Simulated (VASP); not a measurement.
# As (Cmce) in VASP: relaxation of cell and atoms with PBE+D3(BJ)

Aim: the relaxation of cell and atoms of As with PBE+D3(BJ).

Program: VASP 6.6.1. These are calculated values, not measurements. Logs are shortened: lines on timing, memory, paths and dates and some standing lists are left out, and cuts for length are marked.

## (1) The cell of the first run

Symmetry: Cmce, No. 64, orthorhombic system. The conventional cell has a = 3.742 Å, b = 10.823 Å, c = 4.285 Å, α = 90.00°, β = 90.00°, γ = 90.00°. Within 3.3 Å of As (site symmetry m) lie 5 As at 2.49 to 3.22 Å.

## (2) Relaxation of cell and atoms, PBE+D3(BJ)

Input file INCAR:

```
  ALGO = Normal
  EDIFF = 1E-6
  EDIFFG = -0.005
  ENCUT = 600
  GGA = PE
  IBRION = 2
  ISIF = 3
  ISMEAR = 0
  IVDW = 12
  LASPH = T
  LCHARG = F
  LREAL = F
  LWAVE = F
  NELM = 100
  NSW = 100
  PREC = Accurate
  SIGMA = 0.1
```

Input file KPOINTS:

```
k-points
0
Gamma
  12 12 10
```

Input file POSCAR:

```
As
1.0
    1.8709701826     -5.4115389085      0.0000000000
    1.8709701826      5.4115389085      0.0000000000
    0.0000000000      0.0000000000      4.2851748451
As
4
Direct
    0.1127112876      0.8872887124      0.0552772092
    0.6127112876      0.3872887124      0.4447227908
    0.8872887124      0.1127112876      0.9447227908
    0.3872887124      0.6127112876      0.5552772092
```

Potentials or basis: VASP PAW PBE potentials, release 64 (As).

The run is started by

```console
> cat potpaw_PBE.64/As/POTCAR > POTCAR
> mpirun -np 1 vasp_std > vasp.out
```

OUTCAR:

```text
EDIFF = 1E-6
   EDIFFG = -0.005
   ENCUT = 600
   GGA = PE
   IBRION = 2
   ISIF = 3
   ISMEAR = 0
   IVDW = 12
   LASPH = T
   LREAL = F
   NELM = 100
   NSW = 100
   PREC = Accurate
 IVDW          = 12

 ion  position               nearest neighbor table
   1  0.113  0.887  0.055-   3 2.49   2 2.51   2 2.51
   2  0.613  0.387  0.445-   4 2.49   1 2.51   1 2.51
   3  0.887  0.113  0.945-   1 2.49   4 2.51   4 2.51
   4  0.387  0.613  0.555-   2 2.49   3 2.51   3 2.51

  LATTYP: Found a base centered orthorhombic cell.
 ALAT       =     3.7419403652
 B/A-ratio  =     2.8923704711
 C/A-ratio  =     1.1451745423

  Lattice vectors:

 A1 = (   1.8709701826,  -5.4115389085,   0.0000000000)
 A2 = (   1.8709701826,   5.4115389085,   0.0000000000)
 A3 = (   0.0000000000,   0.0000000000,   4.2851748451)

Analysis of symmetry for initial positions (statically):
=====================================================================
 Subroutine PRICEL returns:
 Original cell was already a primitive cell.

 Routine SETGRP: Setting up the symmetry group for a
 base centered orthorhombic supercell.

 Subroutine GETGRP returns: Found  8 space group operations
 (whereof  4 operations were pure point group operations)
 out of a pool of  8 trial point group operations.

The static configuration has the point symmetry C_2h.
 The point group associated with its full space group is D_2h.

Analysis of symmetry for dynamics (positions and initial velocities):
=====================================================================
 Subroutine PRICEL returns:
 Original cell was already a primitive cell.

 Routine SETGRP: Setting up the symmetry group for a
 base centered orthorhombic supercell.

 Subroutine GETGRP returns: Found  8 space group operations
 (whereof  4 operations were pure point group operations)
 out of a pool of  8 trial point group operations.

The dynamic configuration has the point symmetry C_2h.
 The point group associated with its full space group is D_2h.

 Subroutine INISYM returns: Found  8 space group operations
 (whereof  4 operations are pure point group operations),
 and found     1 'primitive' translations

----------------------------------------------------------------------------------------

                                     Primitive cell

  volume of cell :      86.7733

  direct lattice vectors                    reciprocal lattice vectors
     1.870970183 -5.411538908  0.000000000     0.267241031 -0.092395159  0.000000000
     1.870970183  5.411538908  0.000000000     0.267241031  0.092395159  0.000000000
     0.000000000  0.000000000  4.285174845     0.000000000  0.000000000  0.233362707

  length of vectors
     5.725843412  5.725843412  4.285174845     0.282762505  0.282762505  0.233362707

  position of ions in fractional coordinates (direct lattice)
     0.112711288  0.887288712  0.055277209
     0.612711288  0.387288712  0.444722791
     0.887288712  0.112711288  0.944722791
     0.387288712  0.612711288  0.555277209

  ion indices of the primitive-cell ions
   primitive index   ion index
                 1           1
                 2           2
                 3           3
                 4           4

----------------------------------------------------------------------------------------

 KPOINTS: k-points

Automatic generation of k-mesh.
 Grid dimensions read from file:
 generate k-points for:   12   12   10

 Generating k-lattice:

  Cartesian coordinates                     Fractional coordinates (reciprocal lattice)
     0.022270086 -0.007699597  0.000000000     0.083333333  0.000000000  0.000000000
     0.022270086  0.007699597  0.000000000     0.000000000  0.083333333  0.000000000
     0.000000000  0.000000000  0.023336271     0.000000000  0.000000000  0.100000000

  Length of vectors
     0.023563542  0.023563542  0.023336271

  Shift w.r.t. Gamma in fractional coordinates (k-lattice)
     0.000000000  0.000000000  0.000000000

 Subroutine IBZKPT returns following result:
 ===========================================

 Found    258 irreducible k-points:

 Following reciprocal coordinates:
            Coordinates               Weight
  0.000000  0.000000  0.000000      1.000000
  0.083333 -0.000000  0.000000      4.000000
  0.166667  0.000000  0.000000      4.000000
  0.250000 -0.000000  0.000000      4.000000
  0.333333  0.000000  0.000000      4.000000
  0.416667  0.000000  0.000000      4.000000
[... 16 lines left out ...]
  0.500000  0.166667  0.000000      4.000000
 -0.416667  0.166667  0.000000      4.000000
 [... further k-points ...]
   k-points           NKPTS =    258   k-points in BZ     NKDIM =    258   number of bands    NBANDS=     14
   number of dos      NEDOS =    301   number of ions     NIONS =      4
   total plane-waves  NPLWV =  82944
   dimension x,y,z NGX =    48 NGY =   48 NGZ =   36
   dimension x,y,z NGXF=    96 NGYF=   96 NGZF=   72
   ions per type =               4
   NGX,Y,Z   is equivalent  to a cutoff of  13.94, 13.94, 13.97 a.u.
   NGXF,Y,Z  is equivalent  to a cutoff of  27.87, 27.87, 27.93 a.u.
 SYSTEM =  unknown system
   PREC   = accura    normal or accurate (medium, high low for compatibility)
   ISTART =      0    job   : 0-new  1-cont  2-samecut
   ICHARG =      2    charge: 1-file 2-atom 10-const
   ISPIN  =      1    spin polarized calculation?
   LNONCOLLINEAR =      F non collinear calculations
   LSORBIT =      F    spin-orbit coupling
   LASPH  =      T    aspherical Exc in radial PAW
   ENCUT  =  600.0 eV  44.10 Ry    6.64 a.u.  11.44 11.44  8.56*2*pi/ulx,y,z
   NELM   =    100;   NELMIN=  2; NELMDL= -5     # of ELM steps
   EDIFF  = 0.1E-05   stopping-criterion for ELM
   LREAL  =      F    real-space projection
   EDIFFG = -.5E-02   stopping-criterion for IOM
   NSW    =    100    number of steps for IOM
   IBRION =      2    ionic relax: 0-MD 1-quasi-New 2-CG
   NFREE  =      1    steps in history (QN), initial steepest desc. (CG)
   ISIF   =      3    stress and relaxation
   ISYM   =      2    0-nonsym 1-usesym 2-fastsym
   POTIM  = 0.5000    time-step for ionic-motion
   TEBEG  =    0.0;   TEEND  =   0.0 temperature during run
   PSTRESS=    0.0 pullay stress
   NELECT =      20.0000    total number of electrons
   NUPDOWN=      -1.0000    fix difference up-down
   EMIN   =  10.00;   EMAX   =-10.00  energy-range for DOS
   EFERMI =   0.00;   METHOD = LEGACY
   ISMEAR =     0;   SIGMA  =   0.10  broadening in eV -4-tet -1-fermi 0-gaus
   EFERMI_NEDOS =   21; number of points for ismear=-14 and -15
   IALGO  =     38    algorithm
   IMIX   =      4    mixing-type and parameters
     AMIX     =   0.40;   BMIX     =  1.00
     AMIX_MAG =   1.60;   BMIX_MAG =  1.00
  volume/ion in A,a.u.               =      21.69       146.39
  Fermi-wavevector in a.u.,A,eV,Ry     =   1.003744  1.896800 13.707885  1.007501
  Thomas-Fermi vector in A             =   2.136315
   LORBIT       =      0    0 simple, 1 ext, 2 COOP (PROOUT), +10 PAW based schemes
   GGA     = PE    functional components
   LHFCALC =     F    Hartree Fock is set to
   AEXX    =    0.0000 exact exchange contribution
   IVDW    =    12    specifies the selected vdW correction
   LEPSILON=     F    determine dielectric tensor
   LRPA    =     F    only Hartree local field effects (RPA)
 conjugate gradient relaxation of ions
 non-spin polarized calculation
 Gauss-broadening in eV      SIGMA  =   0.10
  energy-cutoff  :      600.00
  volume of cell :       86.77
 maximum number of plane-waves:      2951
 NGX is ok and might be reduce to    48
   NGX = 23   NGY = 23   NGZ = 17

--------------------------------------- Ionic step        1  -------------------------------------------

 number of electron      20.0000001 magnetization

 Free energy of the ion-electron system (eV)
  ---------------------------------------------------
  ext. energy  EPLUGINS =         0.00000000
  ---------------------------------------------------
  free energy    TOTEN  =       -18.51110457 eV

  energy without entropy =      -18.50987781  energy(sigma->0) =      -18.51049119

------------------------ aborting loop because EDIFF is reached ----------------------------------------

 Edisp (eV)   -1.66308

 E8    (eV) :    -0.7037

  FORCE on cell =-STRESS in cart. coord.  units (eV):
  Direction    XX          YY          ZZ          XY          YZ          ZX
  --------------------------------------------------------------------------------------
  -------------------------------------------------------------------------------------
  Total       0.14704     0.22247     0.21472     0.00000     0.00000     0.00000
  in kB       2.71501     4.10769     3.96454     0.00000     0.00000     0.00000
  external pressure =        3.60 kB  Pullay stress =        0.00 kB
[... 275 lines left out ...]
  energy  without entropy=      -20.1735900815  energy(sigma->0) =      -20.17420450

--------------------------------------- Ionic step        8  -------------------------------------------

 number of electron      20.0000001 magnetization

 Free energy of the ion-electron system (eV)
  ---------------------------------------------------
  ext. energy  EPLUGINS =         0.00000000
  ---------------------------------------------------
  free energy    TOTEN  =       -18.51706719 eV

  energy without entropy =      -18.51583676  energy(sigma->0) =      -18.51645197

 E-fermi :   5.0506     XC(G=0):  -9.9294

 val. band max:        5.0491831305   @ k =   0.5000   0.5000   0.0000
 cond. band min:       5.0543427407   @ k =   0.5000   0.4167   0.1000
 fundamental gap:      0.0051596102
 Fermi energy:         5.0505519734

 k-point     1 :       0.0000    0.0000    0.0000
  band No.  band energies     occupation
      1      -9.7190      2.00000
      2      -6.7834      2.00000
      3      -4.0770      2.00000
      4      -1.1105      2.00000
      5      -0.8607      2.00000
      6       0.8301      2.00000
      7       1.7581      2.00000
      8       2.7945      2.00000
      9       3.0533      2.00000
     10       4.1786      2.00000
     11       7.0510      0.00000
     12       7.4758      0.00000
     13       7.5478      0.00000
     14       8.6674      0.00000
[... 375 lines left out ...]
 k-point    24 :      -0.4167    0.1667    0.0000
  band No.  band energies     occupation
      1      -8.9000      2.00000
      2      -6.7892      2.00000
      3      -5.1220      2.00000
      4      -2.4455      2.00000
      5       0.4170      2.00000
      6       1.1760      2.00000
      7       1.8068      2.00000
      8       2.6273      2.00000
      9       3.0376      2.00000
     10       4.2407      2.00000
     11       5.9181      0.00000
     12       7.0039      0.00000
     13       7.2872      0.00000
     14       8.4030      0.00000

 [... further k-points ...]

------------------------ aborting loop because EDIFF is reached ----------------------------------------

 Edisp (eV)   -1.65776

 E8    (eV) :    -0.7015

  FORCE on cell =-STRESS in cart. coord.  units (eV):
  Direction    XX          YY          ZZ          XY          YZ          ZX
  --------------------------------------------------------------------------------------
  -------------------------------------------------------------------------------------
  Total      -0.01528    -0.00384    -0.01415     0.00000     0.00000     0.00000
  in kB      -0.28126    -0.07070    -0.26042     0.00000     0.00000     0.00000
  external pressure =       -0.20 kB  Pullay stress =        0.00 kB
[... 19 lines left out ...]
  FREE ENERGIE OF THE ION-ELECTRON SYSTEM (eV)
  ---------------------------------------------------
  free  energy   TOTEN  =       -20.1748256126 eV

  energy  without entropy=      -20.1735951803  energy(sigma->0) =      -20.17421040

 reached required accuracy - stopping structural energy minimisation
```

It took 40 min on 1 thread of AMD EPYC 7R13, shared host; peak memory 0.5 GiB.

What came out:

```yaml
Free_energy: -20.1748 eV
Relaxed_volume: 21.76 Å³/atom
Relaxed_cell: a = 5.733 Å, b = 5.733 Å, c = 4.292 Å, α = 90.00°, β = 90.00°, γ = 141.90°
Space_group_after_relaxing_to_0.1_Å: Cmce (No. 64)
Energy_gained_by_relaxing: 0.2 meV/atom
Ionic_steps: 8
Pressure_after_relaxing: 0.0 GPa
Band_gap_on_the_k_mesh: zero (bands 10 and 11 overlap by 0.39 eV)
Dispersion_energy_per_atom: -0.414 eV
```

Forces on the atoms (eV/Å):
```
As   0.000 -0.001  0.002
As   0.000 -0.001 -0.002
As   0.000  0.001 -0.002
As   0.000  0.001  0.002
```

The path:
```tsv
step	energy change (eV)	largest force (eV/Å)	pressure (GPa)	volume (Å³)
1	0.0000	0.0639	0.36	86.77
2	-0.0002	0.0339	-0.33	87.39
3	-0.0006	0.0111	-0.03	87.11
4	-0.0006	0.0099	-0.03	87.12
5	-0.0006	0.0064	-0.06	87.15
6	-0.0006	0.0091	-0.06	87.12
7	-0.0006	0.0024	-0.03	87.08
8	-0.0006	0.0028	-0.02	87.05
```

Final structure:
```yaml
crystal:
  lattice:
    - [1.87126, -5.41874, 0.00000]
    - [1.87126, 5.41874, 0.00000]
    - [0.00000, 0.00000, 4.29240]
  atoms:
    - { symbol: As, position: [0.11287, 0.88713, 0.05478] }
    - { symbol: As, position: [0.61287, 0.38713, 0.44522] }
    - { symbol: As, position: [0.88713, 0.11287, 0.94522] }
    - { symbol: As, position: [0.38713, 0.61287, 0.55478] }
```
